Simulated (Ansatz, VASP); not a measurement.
# P in VASP and in Ansatz

```
CELL_PARAMETERS angstrom
1.61280 0.93115 3.29616
-1.61280 0.93115 3.29616
0.00000 -1.86230 3.29616
ATOMIC_POSITIONS crystal
P 0.23367 0.23367 0.23367
P 0.76633 0.76633 0.76633
```

Alike in both runs: task single point; functional PBE; dispersion D3(BJ); k mesh 24 × 24 × 24; occupations gaussian, width 0.15 eV; no spin polarisation.

|  | VASP | Ansatz |
| --- | --- | --- |
| version | VASP 6.6.1 | Ansatz 0.2.0 |
| potentials or method | VASP PAW PBE potentials, release 64 (P), cutoff 520 eV | scalar-relativistic, plane waves, PAW |
| valence electrons in the cell | 10 | 10 |

Ansatz gave:

```
gap on the k mesh at the Fermi level (eV)                     : none
pressure (GPa)                                                : 2.5
traceless stress, the component that is largest in VASP (GPa) : -10.35
rms of the force components (eV/Å)                            : 0.409
```

Which values does VASP return?

gap on the k mesh at the Fermi level (eV): none; pressure (GPa): 2.2; traceless stress, the component that is largest in VASP (GPa): -10.37; rms of the force components (eV/Å): 0.448.

Atom by atom the forces differ by 0.039 eV/Å (rms over components). A gap of «none» marks a metal or a gap that the smearing closes.
